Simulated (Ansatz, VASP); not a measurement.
**One calculation of SiO2, two programs**

INCAR

```
SYSTEM = SiO2
PREC = Accurate
ENCUT = 520
EDIFF = 1E-6
ISMEAR = 0
SIGMA = 0.05
LREAL = .FALSE.
LASPH = .TRUE.
NELM = 80
ALGO = Normal
ISIF = 2
LWAVE = .FALSE.
LCHARG = .FALSE.
GGA = CA
NBANDS = 25
```

Contents of KPOINTS:

```
Automatic mesh
0
G
  8 8 8
  0 0 0
```

POSCAR

```
SiO2
1.0
   -2.4624995674      2.4624995674      3.6436692979
    2.4624995674     -2.4624995674      3.6436692979
    2.4624995674      2.4624995674     -3.6436692979
Si O
2 4
Direct
    0.0000000000      0.0000000000      0.0000000000
    0.7500000000      0.2500000000      0.5000000000
    0.9742769794      0.6250000000      0.8492769794
    0.3750000000      0.2242769794      0.3492769794
    0.7757230206      0.1250000000      0.1507230206
    0.8750000000      0.0257230206      0.6507230206
```

Input for Ansatz:

```yaml
crystal:
  lattice:
    - [-2.4624993918, 2.4624993918, 3.6436694681]
    - [2.4624993918, -2.4624993918, 3.6436694681]
    - [2.4624993918, 2.4624993918, -3.6436694681]
  atoms:
    - { symbol: Si, position: [0.0, 0.0, 0.0] }
    - { symbol: Si, position: [0.75, 0.25, 0.5] }
    - { symbol: O, position: [0.9742770127, 0.625, 0.8492770127] }
    - { symbol: O, position: [0.375, 0.2242770127, 0.3492770127] }
    - { symbol: O, position: [0.7757229873, 0.125, 0.1507229873] }
    - { symbol: O, position: [0.875, 0.0257229873, 0.6507229873] }
basis:
  ecutwfc: 420
kpoints:
  mp_grid: { grid: [8, 8, 8] }
hamiltonian:
  xc: lda
scf:
  occupations: { method: gaussian, width: 0.05 }
output:
  forces: true
  stress: true
  eigenvalues: true
```

Alike in both runs: task single point; functional LDA; k mesh 8 × 8 × 8; occupations gaussian, width 0.05 eV; no spin polarisation.

```csv
,VASP,Ansatz
version,VASP 6.6.1,Ansatz 0.2.0
potentials or method,"VASP PAW LDA potentials, release 64 (Si, O), cutoff 520 eV","scalar-relativistic, plane waves, PAW"
valence electrons in the cell,32,32
```

|  | VASP | Ansatz | Ansatz less VASP |
| --- | --- | --- | --- |
| gap on the k mesh at the Fermi level (eV) | 5.76 | 5.76 | +0.001 |
| least direct gap on the mesh (eV) | 5.76 | 5.76 | +0.001 |
| pressure (GPa) | 0.6 | 0.0 | -0.55 |
| rms of the force components (eV/Å) | 0.013 | 0.000 | -0.0130 |

LDA's correlation is that of Perdew and Zunger in VASP and of Perdew and Wang (1992) in Ansatz. Atom by atom the forces differ by 0.013 eV/Å (rms over components).
